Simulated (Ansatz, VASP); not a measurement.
Al: VASP beside Ansatz

```xyz
7
Lattice="2.8394 0.0000 0.0000 0.0000 2.8394 0.0000 0.0000 0.0000 27.0468" Properties=species:S:1:pos:R:3 pbc="T T T"
Al    1.4197    1.4197    7.5000
Al    0.0000    0.0000    9.5078
Al    1.4197    1.4197   11.5156
Al    0.0000    0.0000   13.5234
Al    1.4197    1.4197   15.5312
Al    0.0000    0.0000   17.5390
Al    1.4197    1.4197   19.5468
```

Alike in both runs: task single point; functional PBEsol; k mesh 12 × 12 × 1; occupations gaussian, width 0.1 eV; no spin polarisation.

```csv
,VASP,Ansatz
version,VASP 6.6.1,Ansatz 0.2.0
potentials or method,"VASP PAW PBE potentials, release 64 (Al), cutoff 520 eV","scalar-relativistic, plane waves, PAW"
valence electrons in the cell,21,21
```

```csv
,VASP,Ansatz,Ansatz less VASP
gap on the k mesh at the Fermi level (eV),none,none,-
rms of the force components (eV/Å),0.059,0.058,-0.0008
```

VASP's potentials were made for PBE, not for PBEsol. Atom by atom the forces differ by 0.001 eV/Å (rms over components). A gap of «none» marks a metal or a gap that the smearing closes. The functional is the same, so the differences come from potentials, cutoffs and numerics. Ansatz's warnings: xc potential rough in thin density.
